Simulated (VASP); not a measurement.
# Cr (P6/mmm) in VASP: further runs

Runs on Cr. Level: revPBE. Tasks: single point.

All numbers are computed with VASP 6.6.1; they aren't measurements. Logs are shortened: lines on timing, memory, paths and dates and some standing lists are left out, and cuts for length are marked.

## (1) The cell of the first run

The structure is hexagonal, space group P6/mmm (No. 191). Conventional cell: a = 4.255 Å, b = 4.255 Å, c = 2.300 Å, α = 90.00°, β = 90.00°, γ = 120.00°. Cr (site symmetry 6/mmm) has 14 Cr at 2.30 to 2.71 Å within 3.0 Å. Within 3.0 Å of Cr (site symmetry -6m2) lie 11 Cr at 2.30 to 2.71 Å.

This isn't the form of Cr at room conditions, which is bcc.

## (2) Single point, revPBE, collinear spin, ferromagnetic start

INCAR

```
PREC = Accurate ; ENCUT = 520
EDIFF = 1E-6 ; ISMEAR = -1
SIGMA = 0.05 ; LREAL = False
LASPH = True ; NELM = 150
ALGO = Normal ; ISIF = 2
LWAVE = False ; LCHARG = False
ISPIN = 2 ; MAGMOM = 1.5 1.5 1.5
LORBIT = 11 ; LMAXMIX = 4
GGA = RE ; NBANDS = 29
```

KPOINTS

```
regular mesh
0
Gamma
  9 9 13
```

POSCAR

```
Cr
1.0
    4.2546343091      0.0000000000      0.0000000000
   -2.1273171545      3.6846213955      0.0000000000
    0.0000000000      0.0000000000      2.3000869987
Cr
3
Direct
    0.0000000000      1.0000000000      0.0000000000
    0.3333333333      0.6666666667      0.5000000000
    0.6666666667      0.3333333333      0.5000000000
```

Potentials or basis: VASP PAW PBE potentials, release 64 (Cr_pv).

Command:

```console
$ cat potpaw_PBE.64/Cr_pv/POTCAR > POTCAR
$ mpirun -np 1 vasp_std > vasp.out
```

OUTCAR:

```text
PREC = Accurate
   ENCUT = 520
   EDIFF = 1E-6
   ISMEAR = -1
   LREAL = False
   LASPH = True
   NELM = 150
   ISIF = 2
   ISPIN = 2
   LORBIT = 11
   GGA = RE

 ion  position               nearest neighbor table
   1  0.000  0.000  0.000-   2 2.71   3 2.71   2 2.71   3 2.71   2 2.71   2 2.71   3 2.71   3 2.71
                             3 2.71   3 2.71   2 2.71   2 2.71
   2  0.333  0.667  0.500-   3 2.46   3 2.46   3 2.46   1 2.71   1 2.71   1 2.71   1 2.71   1 2.71
                             1 2.71
   3  0.667  0.333  0.500-   2 2.46   2 2.46   2 2.46   1 2.71   1 2.71   1 2.71   1 2.71   1 2.71
                             1 2.71

  LATTYP: Found a hexagonal cell.
 ALAT       =     4.2546343091
 C/A-ratio  =     0.5406074486

  Lattice vectors:

 A1 = (   4.2546343091,   0.0000000000,   0.0000000000)
 A2 = (  -2.1273171545,   3.6846213955,   0.0000000000)
 A3 = (   0.0000000000,   0.0000000000,   2.3000869987)

Analysis of symmetry for initial positions (statically):
=====================================================================
 Subroutine PRICEL returns:
 Original cell was already a primitive cell.

 Routine SETGRP: Setting up the symmetry group for a
 hexagonal supercell.

 Subroutine GETGRP returns: Found 24 space group operations
 (whereof 24 operations were pure point group operations)
 out of a pool of 24 trial point group operations.

The static configuration has the point symmetry D_6h.

Analysis of symmetry for dynamics (positions and initial velocities):
=====================================================================
 Subroutine PRICEL returns:
 Original cell was already a primitive cell.

 Routine SETGRP: Setting up the symmetry group for a
 hexagonal supercell.

 Subroutine GETGRP returns: Found 24 space group operations
 (whereof 24 operations were pure point group operations)
 out of a pool of 24 trial point group operations.

The dynamic configuration has the point symmetry D_6h.

Analysis of structural, dynamic, and magnetic symmetry:
=====================================================================
 Subroutine PRICEL returns:
 Original cell was already a primitive cell.

 Routine SETGRP: Setting up the symmetry group for a
 hexagonal supercell.

 Subroutine GETGRP returns: Found 24 space group operations
 (whereof 24 operations were pure point group operations)
 out of a pool of 24 trial point group operations.

The overall configuration has the point symmetry D_6h.

[... 123 lines left out ...]
  Thomas-Fermi vector in A             =   2.727565
   LORBIT       =     11    0 simple, 1 ext, 2 COOP (PROOUT), +10 PAW based schemes
   GGA     = RE    functional components
   LHFCALC =     F    Hartree Fock is set to
   AEXX    =    0.0000 exact exchange contribution
   IVDW    =     0    specifies the selected vdW correction
   LEPSILON=     F    determine dielectric tensor
   LRPA    =     F    only Hartree local field effects (RPA)
 spin polarized calculation
  energy-cutoff  :      520.00
  volume of cell :       36.06
 maximum number of plane-waves:       990
 NGX is ok and might be reduce to    32
   NGX = 15   NGY = 15   NGZ =  9

 number of electron      35.9999986 magnetization       0.0038316

 Free energy of the ion-electron system (eV)
  ---------------------------------------------------
  ext. energy  EPLUGINS =         0.00000000
  ---------------------------------------------------
  free energy    TOTEN  =       -26.30611343 eV

  energy without entropy =      -26.26437825  energy(sigma->0) =      -26.28524584

 E-fermi :  10.4483     XC(G=0): -13.3271

 val. band max:       10.4476093760   @ k =   0.1111   0.0000   0.3846
 cond. band min:      10.4485057969   @ k =   0.1111   0.1111   0.2308
 fundamental gap:      0.0008964209
 Fermi energy:        10.4482966621

 spin component 1

 k-point     1 :       0.0000    0.0000    0.0000
  band No.  band energies     occupation
      1     -32.7390      1.00000
      2     -32.7390      1.00000
      3     -32.7315      1.00000
      4     -32.7315      1.00000
      5     -32.2157      1.00000
      6     -32.2157      1.00000
[... 757 lines left out ...]
     28      17.7173      0.00000
     29      17.9179      0.00000

 [... further k-points ...]

 spin component 2

 k-point     1 :       0.0000    0.0000    0.0000
  band No.  band energies     occupation
      1     -32.7364      1.00000
      2     -32.7364      1.00000
      3     -32.7317      1.00000
      4     -32.7317      1.00000
      5     -32.2137      1.00000
      6     -32.2136      1.00000
[... 757 lines left out ...]
     28      17.7164      0.00000
     29      17.9208      0.00000

 [... further k-points ...]

------------------------ aborting loop because EDIFF is reached ----------------------------------------

  FORCE on cell =-STRESS in cart. coord.  units (eV):
  Direction    XX          YY          ZZ          XY          YZ          ZX
  --------------------------------------------------------------------------------------
  -------------------------------------------------------------------------------------
  Total       -0.0625688     -0.0625688     -0.0787661     -0.0000000      0.0000000      0.0000000
  in kB       -2.7801548     -2.7801548     -3.4998602     -0.0000000      0.0000000      0.0000000
  external PRESSURE =      -3.0200566 kB  Pullay stress =       0.0000000 kB

 VOLUME and BASIS-vectors are now :
 -----------------------------------------------------------------------------
  energy-cutoff  :      520.00
  volume of cell :       36.06
      direct lattice vectors                 reciprocal lattice vectors
     4.254634309  0.000000000  0.000000000     0.235037826  0.135699152  0.000000000
    -2.127317155  3.684621395  0.000000000     0.000000000  0.271398305  0.000000000
     0.000000000  0.000000000  2.300086999     0.000000000  0.000000000  0.434766163

 POSITION                                       TOTAL-FORCE (eV/Angst)
 -----------------------------------------------------------------------------------
      0.00000      0.00000      0.00000        -0.000000      0.000000      0.000000
     -0.00000      2.45641      1.15004        -0.000000      0.000000      0.000000
      2.12732      1.22821      1.15004         0.000000      0.000000     -0.000000
 -----------------------------------------------------------------------------------
    total drift:                               -0.000000      0.000000      0.000000

  FREE ENERGIE OF THE ION-ELECTRON SYSTEM (eV)
  ---------------------------------------------------
  free  energy   TOTEN  =       -26.3061134301 eV

  energy  without entropy=      -26.2643782465  energy(sigma->0) =      -26.28524584

 total charge

# of ion       s       p       d       tot
------------------------------------------
    1        0.429   6.372   4.180  10.981
    2        0.442   6.355   4.254  11.050
    3        0.442   6.355   4.254  11.050
--------------------------------------------------
tot          1.313  19.081  12.688  33.082

 magnetization (x)

# of ion       s       p       d       tot
------------------------------------------
    1       -0.000  -0.000  -0.001  -0.001
    2        0.000   0.000   0.002   0.002
    3        0.000   0.000   0.002   0.002
--------------------------------------------------
tot          0.000   0.000   0.004   0.004
```

stdout:

```text
POSCAR found type information on POSCAR Cr
 POSCAR found :  1 types and       3 ions
 scaLAPACK will be used
 -----------------------------------------------------------------------------
|                                                                             |
|                                                                             |
|     You enforced a specific xc type in the INCAR file but a different       |
|     I HOPE YOU KNOW WHAT YOU ARE DOING!                                     |
|                                                                             |
 -----------------------------------------------------------------------------

 LDA part: xc-table for (Slater+PW92), standard interpolation
 POSCAR, INCAR and KPOINTS ok, starting setup
 FFT: planning ... GRIDC
 FFT: planning ... GRID_SOFT
 FFT: planning ... GRID
 WAVECAR not read
 entering main loop
```

Wall time 3.2 min (1 thread of Intel Xeon Platinum 8259CL at 2.50GHz (Skylake/Cascade Lake), shared host); peak memory 0.24 GiB.

What came out:

```
Free energy                                           : -26.3061 eV
Pressure                                              : -0.3 GPa
Band gap on the k mesh                                : zero (filled and empty bands overlap)
Net moment                                            : 0.00 μB per cell
Valence electrons inside the program's atomic spheres : Cr 10.98, 11.05 (each value once)
```

Caveat: the moments typed at the start vanished in this run; the PAW data sets were made with another functional, which shifts forces and pressure a little.

## (3) Single point, revPBE, collinear spin (10.58 Å³/atom)

This run uses another cell than the first one, of 10.58 Å³/atom.

INCAR

```
PREC = Accurate
ENCUT = 520
EDIFF = 1E-6
ISMEAR = -1
SIGMA = 0.05
LREAL = F
LASPH = T
NELM = 150
ALGO = Normal
ISIF = 2
LWAVE = F
LCHARG = F
ISPIN = 2
MAGMOM = 0 0.063 0.063
LORBIT = 11
LMAXMIX = 4
GGA = RE
NBANDS = 29
```

KPOINTS

```
Automatic mesh
0
Gamma
  10 10 15
```

POSCAR

```
Cr
1.0
    4.0771478626      0.0000000000      0.0000000000
   -2.0385739313      3.5309136240      0.0000000000
    0.0000000000      0.0000000000      2.2041365037
Cr
3
Direct
    0.0000000000      1.0000000000      0.0000000000
    0.3333333333      0.6666666667      0.5000000000
    0.6666666667      0.3333333333      0.5000000000
```

Potentials or basis: VASP PAW PBE potentials, release 64 (Cr_pv).

Command:

```console
$ cat potpaw_PBE.64/Cr_pv/POTCAR > POTCAR
$ mpirun -np 1 vasp_std > vasp.out
```

It took 3.6 min on 1 thread of Intel Xeon Platinum 8259CL at 2.50GHz (Skylake/Cascade Lake), shared host; peak memory 0.25 GiB.

It converged, with:

| Property | Result |
| --- | --- |
| Free energy | -25.8419 eV |
| Pressure | 37.8 GPa |
| Band gap on the k mesh | zero (filled and empty bands overlap) |
| Net moment | 0.02 μB per cell |
| Valence electrons inside the program's atomic spheres | Cr 11.27, 11.35 (each value once) |

Stress tensor (GPa, compression positive):
```
36.44  0.00  0.00
 0.00 36.44  0.00
 0.00  0.00 40.42
```

Levels at points of the mesh, in eV from the Fermi level:
Spin up:
| k point | band 14 | band 15 | band 16 | band 17 | band 18 | band 19 | band 20 | band 21 | band 22 | band 23 |
| --- | --- | --- | --- | --- | --- | --- | --- | --- | --- | --- |
| (0.00, 0.00, 0.00) | -2.39 | -2.32 | -2.32 | -2.10 | -0.41 | -0.41 | 1.51 | 1.51 | 1.57 | 1.57 |
| (0.50, 0.00, 0.00) | -2.78 | -2.33 | -2.05 | -1.92 | 0.66 | 0.85 | 1.58 | 1.66 | 1.74 | 2.03 |
Spin down:
```csv
k point,band 15,band 16,band 17,band 18,band 19,band 20,band 21,band 22
"(0.00, 0.00, 0.00)",-2.32,-2.32,-2.09,-0.40,-0.40,1.51,1.51,1.58
"(0.50, 0.00, 0.00)",-2.32,-2.05,-1.92,0.66,0.85,1.59,1.67,1.74
```

Caveat: the cell stands under pressure; the PAW data sets were made with another functional, which shifts forces and pressure a little.

## (4) Single point, revPBE, collinear spin (11.06 Å³/atom)

This run uses another cell than the first one, of 11.06 Å³/atom.

INCAR

```
ALGO = Normal ; EDIFF = 1E-6
ENCUT = 520 ; GGA = RE
ISIF = 2 ; ISMEAR = -1
ISPIN = 2 ; LASPH = True
LCHARG = True ; LELF = True
LMAXMIX = 4 ; LORBIT = 11
LREAL = False ; LVHAR = True
LWAVE = False ; MAGMOM = 0 0.063 0.063
NBANDS = 29 ; NELM = 150
PREC = Accurate ; SIGMA = 0.05
```

KPOINTS

```
k-points
0
Gamma
  10 10 15
```

POSCAR

```
Cr
1.0
    4.1380097887      0.0000000000      0.0000000000
   -2.0690048943      3.5836215981      0.0000000000
    0.0000000000      0.0000000000      2.2370389143
Cr
3
Direct
    0.0000000000      1.0000000000      0.0000000000
    0.3333333333      0.6666666667      0.5000000000
    0.6666666667      0.3333333333      0.5000000000
```

Command:

```console
$ cat potpaw_PBE.64/Cr_pv/POTCAR > POTCAR
$ mpirun -np 1 vasp_std > vasp.out
```

Run time: 3.9 min. Hardware: 1 thread of Intel Xeon Platinum 8259CL at 2.50GHz (Skylake/Cascade Lake), shared host; peak memory 0.26 GiB.

Results (log left out):

```yaml
Free_energy: -26.1112 eV
Pressure: 22.4 GPa
Band_gap_on_the_k_mesh: zero (filled and empty bands overlap)
Net_moment: 0.03 μB per cell
Valence_electrons_inside_the_program's_atomic_spheres: Cr 11.16, 11.24 (each value once)
```

Stress tensor (GPa, compression positive):
```
21.37  0.00  0.00
 0.00 21.37  0.00
 0.00  0.00 24.31
```

Levels at points of the mesh, in eV from the Fermi level:
Spin up:
```tsv
k point	band 15	band 16	band 17	band 18	band 19	band 20	band 21	band 22
(0.00, 0.00, 0.00)	-2.22	-2.22	-1.98	-0.37	-0.37	1.43	1.43	1.49
(0.50, 0.00, 0.00)	-2.18	-1.94	-1.79	0.54	0.81	1.48	1.58	1.65
```
Spin down:
```csv
k point,band 15,band 16,band 17,band 18,band 19,band 20,band 21,band 22
"(0.00, 0.00, 0.00)",-2.21,-2.21,-1.97,-0.36,-0.36,1.44,1.44,1.50
"(0.50, 0.00, 0.00)",-2.16,-1.94,-1.79,0.55,0.82,1.49,1.59,1.66
```

Caveat: the cell stands under pressure; the PAW data sets were made with another functional, which shifts forces and pressure a little.
